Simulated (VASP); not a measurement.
# Sc (P6_3/mmc) in VASP: further runs

The runs below take Sc through single point, with PBE.

All numbers are computed with VASP 6.6.1; they aren't measurements. Logs are shortened: lines on timing, memory, paths and dates and some standing lists are left out, and cuts for length are marked.

## (1) The cell of the first run

It takes space group P6_3/mmc (No. 194, hexagonal). Conventional cell: a = 3.319 Å, b = 3.319 Å, c = 5.184 Å, α = 90.00°, β = 90.00°, γ = 120.00°. Sc (site symmetry -6m2) has 12 Sc at 3.22 to 3.32 Å within 4.2 Å.

## (2) Single point, PBE

Contents of INCAR:

```
  PREC = Accurate
  ENCUT = 520
  EDIFF = 1E-7
  ISMEAR = 1
  SIGMA = 0.2
  LREAL = F
  LASPH = T
  NELM = 100
  ALGO = Normal
  ISIF = 2
  LWAVE = F
  LCHARG = F
  GGA = PE
  NBANDS = 18
```

Contents of KPOINTS:

```
regular mesh
0
Gamma
  11 11 6
```

Contents of POSCAR:

```
Sc
1.0
    3.3193628924      0.0000000000      0.0000000000
   -1.6596814462      2.8746525892      0.0000000000
    0.0000000000      0.0000000000      5.1842605006
Sc
2
Direct
    0.3333333333      0.6666666667      0.2500000000
    0.6666666667      0.3333333333      0.7500000000
```

Potentials or basis: VASP PAW PBE potentials, release 64 (Sc_sv).

On the command line:

```console
$ cat potpaw_PBE.64/Sc_sv/POTCAR > POTCAR
$ mpirun -np 1 vasp_std > vasp.out
```

OUTCAR:

```text
PREC = Accurate
   ENCUT = 520
   EDIFF = 1E-7
   ISMEAR = 1
   LREAL = F
   LASPH = T
   NELM = 100
   ISIF = 2
   GGA = PE

 ion  position               nearest neighbor table
   1  0.333  0.667  0.250-   2 3.22   2 3.22   2 3.22   2 3.22   2 3.22   2 3.22
   2  0.667  0.333  0.750-   1 3.22   1 3.22   1 3.22   1 3.22   1 3.22   1 3.22

  LATTYP: Found a hexagonal cell.
 ALAT       =     3.3193628924
 C/A-ratio  =     1.5618239610

  Lattice vectors:

 A1 = (   3.3193628924,   0.0000000000,   0.0000000000)
 A2 = (  -1.6596814462,   2.8746525892,   0.0000000000)
 A3 = (   0.0000000000,   0.0000000000,   5.1842605006)

Analysis of symmetry for initial positions (statically):
=====================================================================
 Subroutine PRICEL returns:
 Original cell was already a primitive cell.

 Routine SETGRP: Setting up the symmetry group for a
 hexagonal supercell.

 Subroutine GETGRP returns: Found 24 space group operations
 (whereof 12 operations were pure point group operations)
 out of a pool of 24 trial point group operations.

The static configuration has the point symmetry D_3d.
 The point group associated with its full space group is D_6h.

Analysis of symmetry for dynamics (positions and initial velocities):
=====================================================================
 Subroutine PRICEL returns:
 Original cell was already a primitive cell.

 Routine SETGRP: Setting up the symmetry group for a
 hexagonal supercell.

 Subroutine GETGRP returns: Found 24 space group operations
 (whereof 12 operations were pure point group operations)
 out of a pool of 24 trial point group operations.

The dynamic configuration has the point symmetry D_3d.
 The point group associated with its full space group is D_6h.

 Subroutine INISYM returns: Found 24 space group operations
 (whereof 12 operations are pure point group operations),
 and found     1 'primitive' translations

----------------------------------------------------------------------------------------

                                     Primitive cell

  volume of cell :      49.4683

  direct lattice vectors                    reciprocal lattice vectors
     3.319362892  0.000000000  0.000000000     0.301262632  0.173934061  0.000000000
    -1.659681446  2.874652589  0.000000000     0.000000000  0.347868123  0.000000000
     0.000000000  0.000000000  5.184260501     0.000000000  0.000000000  0.192891542

  length of vectors
     3.319362892  3.319362892  5.184260501     0.347868123  0.347868123  0.192891542

  position of ions in fractional coordinates (direct lattice)
     0.333333333  0.666666667  0.250000000
     0.666666667  0.333333333  0.750000000

  ion indices of the primitive-cell ions
   primitive index   ion index
                 1           1
                 2           2

----------------------------------------------------------------------------------------

 KPOINTS: regular mesh

Automatic generation of k-mesh.
 Grid dimensions read from file:
 generate k-points for:   11   11    6

 Generating k-lattice:

  Cartesian coordinates                     Fractional coordinates (reciprocal lattice)
     0.027387512  0.015812187  0.000000000     0.090909091  0.000000000  0.000000000
     0.000000000  0.031624375  0.000000000     0.000000000  0.090909091  0.000000000
     0.000000000  0.000000000  0.032148590     0.000000000  0.000000000  0.166666667

  Length of vectors
     0.031624375  0.031624375  0.032148590

  Shift w.r.t. Gamma in fractional coordinates (k-lattice)
     0.000000000  0.000000000  0.000000000

 Subroutine IBZKPT returns following result:
 ===========================================

 Found     64 irreducible k-points:

 Following reciprocal coordinates:
            Coordinates               Weight
  0.000000  0.000000  0.000000      1.000000
  0.090909  0.000000  0.000000      6.000000
  0.181818  0.000000  0.000000      6.000000
  0.272727  0.000000  0.000000      6.000000
  0.363636  0.000000  0.000000      6.000000
  0.454545  0.000000  0.000000      6.000000
[... 16 lines left out ...]
  0.090909  0.090909  0.166667     12.000000
  0.181818  0.090909  0.166667     24.000000
 [... further k-points ...]
   k-points           NKPTS =     64   k-points in BZ     NKDIM =     64   number of bands    NBANDS=     18
   number of dos      NEDOS =    301   number of ions     NIONS =      2
   total plane-waves  NPLWV =  31360
   dimension x,y,z NGX =    28 NGY =   28 NGZ =   40
   dimension x,y,z NGXF=    56 NGYF=   56 NGZF=   80
   ions per type =               2
   NGX,Y,Z   is equivalent  to a cutoff of  14.02, 14.02, 12.83 a.u.
   NGXF,Y,Z  is equivalent  to a cutoff of  28.05, 28.05, 25.65 a.u.
 SYSTEM =  unknown system
   PREC   = accura    normal or accurate (medium, high low for compatibility)
   ISTART =      0    job   : 0-new  1-cont  2-samecut
   ICHARG =      2    charge: 1-file 2-atom 10-const
   ISPIN  =      1    spin polarized calculation?
   LNONCOLLINEAR =      F non collinear calculations
   LSORBIT =      F    spin-orbit coupling
   LASPH  =      T    aspherical Exc in radial PAW
   ENCUT  =  520.0 eV  38.22 Ry    6.18 a.u.   6.17  6.17  9.64*2*pi/ulx,y,z
   NELM   =    100;   NELMIN=  2; NELMDL= -5     # of ELM steps
   EDIFF  = 0.1E-06   stopping-criterion for ELM
   LREAL  =      F    real-space projection
   EDIFFG = 0.1E-05   stopping-criterion for IOM
   NSW    =      0    number of steps for IOM
   IBRION =     -1    ionic relax: 0-MD 1-quasi-New 2-CG
   NFREE  =      0    steps in history (QN), initial steepest desc. (CG)
   ISIF   =      2    stress and relaxation
   ISYM   =      2    0-nonsym 1-usesym 2-fastsym
   POTIM  = 0.5000    time-step for ionic-motion
   TEBEG  =    0.0;   TEEND  =   0.0 temperature during run
   PSTRESS=    0.0 pullay stress
   NELECT =      22.0000    total number of electrons
   NUPDOWN=      -1.0000    fix difference up-down
   EMIN   =  10.00;   EMAX   =-10.00  energy-range for DOS
   EFERMI =   0.00;   METHOD = LEGACY
   ISMEAR =     1;   SIGMA  =   0.20  broadening in eV -4-tet -1-fermi 0-gaus
   EFERMI_NEDOS =   21; number of points for ismear=-14 and -15
   IALGO  =     38    algorithm
   IMIX   =      4    mixing-type and parameters
     AMIX     =   0.40;   BMIX     =  1.00
     AMIX_MAG =   1.60;   BMIX_MAG =  1.00
  volume/ion in A,a.u.               =      24.73       166.91
  Fermi-wavevector in a.u.,A,eV,Ry     =   1.249607  2.361415 21.245735  1.561517
  Thomas-Fermi vector in A             =   2.383640
   LORBIT       =      0    0 simple, 1 ext, 2 COOP (PROOUT), +10 PAW based schemes
   GGA     = PE    functional components
   LHFCALC =     F    Hartree Fock is set to
   AEXX    =    0.0000 exact exchange contribution
   IVDW    =     0    specifies the selected vdW correction
   LEPSILON=     F    determine dielectric tensor
   LRPA    =     F    only Hartree local field effects (RPA)
 non-spin polarized calculation
 Methfessel and Paxton  Order N= 1 SIGMA  =   0.20
  energy-cutoff  :      520.00
  volume of cell :       49.47
 maximum number of plane-waves:      1346
 NGX is ok and might be reduce to    28
   NGX = 13   NGY = 13   NGZ = 19

 number of electron      21.9999995 magnetization

 Free energy of the ion-electron system (eV)
  ---------------------------------------------------
  ext. energy  EPLUGINS =         0.00000000
  ---------------------------------------------------
  free energy    TOTEN  =       -12.49835554 eV

  energy without entropy =      -12.49366704  energy(sigma->0) =      -12.49679271

 E-fermi :   3.6562     XC(G=0):  -9.8631

 val. band max:        3.6416284433   @ k =   0.1818   0.1818   0.3333
 cond. band min:       3.6593686931   @ k =   0.3636   0.1818   0.3333
 fundamental gap:      0.0177402499
 Fermi energy:         3.6561831764

 k-point     1 :       0.0000    0.0000    0.0000
  band No.  band energies     occupation
      1     -45.7684      2.00000
      2     -45.6992      2.00000
      3     -24.5921      2.00000
      4     -24.2571      2.00000
      5     -24.2571      2.00000
      6     -24.1922      2.00000
[... 10 lines left out ...]
     17       5.9713     -0.00000
     18       5.9713     -0.00000

 k-point     2 :       0.0909    0.0000    0.0000
  band No.  band energies     occupation
      1     -45.7646      2.00000
      2     -45.6979      2.00000
      3     -24.5815      2.00000
      4     -24.2773      2.00000
      5     -24.2641      2.00000
      6     -24.2135      2.00000
[... 10 lines left out ...]
     17       5.8344     -0.00000
     18       5.8636     -0.00000

 k-point     3 :       0.1818    0.0000    0.0000
  band No.  band energies     occupation
      1     -45.7542      2.00000
      2     -45.6947      2.00000
      3     -24.5516      2.00000
      4     -24.3319      2.00000
      5     -24.2823      2.00000
      6     -24.2693      2.00000
[... 10 lines left out ...]
     17       6.0257     -0.00000
     18       6.1315     -0.00000

 k-point     4 :       0.2727    0.0000    0.0000
  band No.  band energies     occupation
      1     -45.7398      2.00000
      2     -45.6913      2.00000
      3     -24.5073      2.00000
      4     -24.4044      2.00000
      5     -24.3398      2.00000
      6     -24.3051      2.00000
[... 375 lines left out ...]
      4     -24.4644      2.00000
      5     -24.3790      2.00000
      6     -24.3300      2.00000
[... 10 lines left out ...]
     17       7.3960     -0.00000
     18       7.6175     -0.00000

 k-point    23 :       0.0909    0.0909    0.1667
  band No.  band energies     occupation
      1     -45.7534      2.00000
      2     -45.6998      2.00000
      3     -24.5402      2.00000
      4     -24.3023      2.00000
      5     -24.2863      2.00000
      6     -24.2579      2.00000
[... 10 lines left out ...]
     17       6.0814     -0.00000
     18       6.2363     -0.00000

 k-point    24 :       0.1818    0.0909    0.1667
  band No.  band energies     occupation
      1     -45.7415      2.00000
      2     -45.6960      2.00000
      3     -24.5147      2.00000
      4     -24.3569      2.00000
      5     -24.3389      2.00000
      6     -24.2873      2.00000
[... 10 lines left out ...]
     17       6.3112     -0.00000
     18       6.5501     -0.00000

 [... further k-points ...]
[... 5 lines left out ...]
  --------------------------------------------------------------------------------------
  -------------------------------------------------------------------------------------
  Total       -0.0258915     -0.0258915     -0.1309895      0.0000000      0.0000000      0.0000000
  in kB       -0.8385719     -0.8385719     -4.2424847      0.0000000      0.0000000      0.0000000
  external PRESSURE =      -1.9732095 kB  Pullay stress =       0.0000000 kB

 VOLUME and BASIS-vectors are now :
 -----------------------------------------------------------------------------
  energy-cutoff  :      520.00
  volume of cell :       49.47
      direct lattice vectors                 reciprocal lattice vectors
     3.319362892  0.000000000  0.000000000     0.301262632  0.173934061  0.000000000
    -1.659681446  2.874652589  0.000000000     0.000000000  0.347868123  0.000000000
     0.000000000  0.000000000  5.184260501     0.000000000  0.000000000  0.192891542

 POSITION                                       TOTAL-FORCE (eV/Angst)
 -----------------------------------------------------------------------------------
     -0.00000      1.91644      1.29607        -0.000000      0.000000      0.000000
      1.65968      0.95822      3.88820         0.000000     -0.000000      0.000000
 -----------------------------------------------------------------------------------
    total drift:                               -0.000000      0.000000     -0.000000

  FREE ENERGIE OF THE ION-ELECTRON SYSTEM (eV)
  ---------------------------------------------------
  free  energy   TOTEN  =       -12.4983555393 eV

  energy  without entropy=      -12.4936670394  energy(sigma->0) =      -12.49679271
```

It took 61 s on 1 thread of Intel Xeon 8259CL, shared host; peak memory 0.2 GiB.

What came out:

- Free energy: -12.4984 eV
- Pressure: -0.2 GPa
- Band gap on the k mesh: zero (bands 11 and 12 overlap by 1.46 eV)

Stress tensor (GPa, compression positive):
```
-0.08  0.00  0.00
 0.00 -0.08  0.00
 0.00  0.00 -0.42
```

Levels at points of the mesh, in eV from the Fermi level:
```csv
k point,band 7,band 8,band 9,band 10,band 11,band 12,band 13,band 14,band 15,band 16
"(0.00, 0.00, 0.00)",-27.85,-27.82,-5.12,-1.63,0.59,1.59,1.59,1.83,2.03,2.03
"(0.00, 0.00, 0.50)",-27.88,-27.88,-3.58,-3.58,0.97,0.97,1.51,1.51,1.51,1.51
```

## (3) Single point, PBE

Contents of INCAR:

```
SYSTEM = Sc
PREC = Accurate
ENCUT = 520
EDIFF = 1E-6
ISMEAR = 1
SIGMA = 0.3
LREAL = .FALSE.
LASPH = .TRUE.
NELM = 100
ALGO = Normal
ISIF = 2
LWAVE = .FALSE.
LCHARG = .FALSE.
GGA = PE
NBANDS = 18
```

Contents of KPOINTS:

```
Automatic mesh
0
G
  11 11 6
  0 0 0
```

POSCAR is that of step 2.

Potentials or basis: VASP PAW PBE potentials, release 64 (Sc_sv).

On the command line:

```console
$ cat potpaw_PBE.64/Sc_sv/POTCAR > POTCAR
$ mpirun -np 1 vasp_std > vasp.out
```

Run time: 58 s. Hardware: 1 thread of Intel Xeon 8259CL, shared host; peak memory 0.2 GiB.

It converged, with:

| Property | Result |
| --- | --- |
| Free energy | -12.5027 eV |
| Pressure | -0.2 GPa |
| Band gap on the k mesh | zero (bands 11 and 12 overlap by 1.46 eV) |

Stress tensor (GPa, compression positive):
```
-0.09  0.00  0.00
 0.00 -0.09  0.00
 0.00  0.00 -0.33
```

Levels at points of the mesh, in eV from the Fermi level:
```tsv
k point	band 7	band 8	band 9	band 10	band 11	band 12	band 13	band 14	band 15	band 16
(0.00, 0.00, 0.00)	-27.84	-27.82	-5.12	-1.63	0.59	1.60	1.60	1.84	2.04	2.04
(0.00, 0.00, 0.50)	-27.88	-27.88	-3.58	-3.58	0.97	0.97	1.51	1.51	1.51	1.51
```

Caveat: so wide a smearing shifts energies and pressures.

## (4) Single point, PBE

Contents of INCAR:

```
SYSTEM = Sc
PREC = Accurate ; ENCUT = 520
EDIFF = 1E-7 ; ISMEAR = 1
SIGMA = 0.6 ; LREAL = .False.
LASPH = .True. ; NELM = 80
ALGO = Normal ; ISIF = 2
LWAVE = .False. ; LCHARG = .False.
GGA = PE ; NBANDS = 18
```

Contents of KPOINTS:

```
regular mesh
0
Gamma
  11 11 6
  0 0 0
```

POSCAR is that of step 3.

On the command line:

```console
$ cat potpaw_PBE.64/Sc_sv/POTCAR > POTCAR
$ mpirun -np 1 vasp_std > vasp.out
```

Wall time 64 s (1 thread of Intel Xeon 8259CL, shared host); peak memory 0.2 GiB.

The run converged. Its results:

```
Free energy            : -12.5288 eV
Pressure               : -0.1 GPa
Band gap on the k mesh : zero (bands 11 and 12 overlap by 1.45 eV)
```

Stress tensor (GPa, compression positive):
```
-0.18  0.00  0.00
 0.00 -0.18  0.00
 0.00  0.00  0.16
```

Levels at points of the mesh, in eV from the Fermi level:
```
           k point  band 8  band 9  band 10  band 11  band 12  band 13  band 14  band 15
(0.00, 0.00, 0.00)  -27.84   -5.12    -1.64     0.58     1.59     1.59     1.82     2.03
(0.00, 0.00, 0.50)  -27.89   -3.59    -3.59     0.95     0.95     1.50     1.50     1.50
```

Caveat: so wide a smearing shifts energies and pressures.

## (5) Single point, PBE

Contents of INCAR:

```
SYSTEM = Sc
PREC = Accurate
ENCUT = 520
EDIFF = 1E-7
ISMEAR = 1
SIGMA = 1.0
LREAL = .False.
LASPH = .True.
NELM = 100
ALGO = Normal
ISIF = 2
LWAVE = .False.
LCHARG = .True.
GGA = PE
LELF = .True.
LVHAR = .True.
NBANDS = 18
```

Contents of KPOINTS:

```
Automatic mesh
0
Gamma
  11 11 6
  0 0 0
```

POSCAR is that of step 4.

On the command line:

```console
$ cat potpaw_PBE.64/Sc_sv/POTCAR > POTCAR
$ mpirun -np 1 vasp_std > vasp.out
```

Wall time 74 s (1 thread of Intel Xeon 8259CL, shared host); peak memory 0.2 GiB.

Results (log left out):

* Free energy: -12.5491 eV
* Pressure: -0.1 GPa
* Band gap on the k mesh: zero (bands 11 and 12 overlap by 1.45 eV)

Stress tensor (GPa, compression positive):
```
-0.35  0.00  0.00
 0.00 -0.35  0.00
 0.00  0.00  0.39
```

Levels at points of the mesh, in eV from the Fermi level:
```
           k point  band 7  band 8  band 9  band 10  band 11  band 12  band 13  band 14  band 15  band 16
(0.00, 0.00, 0.00)  -27.92  -27.91   -5.17    -1.68     0.53     1.54     1.54     1.76     1.98     1.98
(0.00, 0.00, 0.50)  -27.95  -27.95   -3.63    -3.63     0.90     0.90     1.45     1.45     1.45     1.45
```

Caveat: so wide a smearing shifts energies and pressures.

## (6) Summary

| smearing | gap on the mesh (eV) | pressure (GPa) |
| --- | --- | --- |
| methfessel-paxton 0.2 eV | none | -0.2 |
| methfessel-paxton 0.3 eV | none | -0.2 |
| methfessel-paxton 0.6 eV | none | -0.1 |
| methfessel-paxton 1 eV | none | -0.1 |

Alike in all rows: task single point; level PBE; potentials or basis VASP PAW PBE potentials, release 64 (Sc_sv); no spin polarisation; cell as given; k mesh 11 × 11 × 6; cutoff (eV) 520.

Caveats: so wide a smearing shifts energies and pressures (at least some runs).

Absolute energies hang on the potentials; compare differences alone.
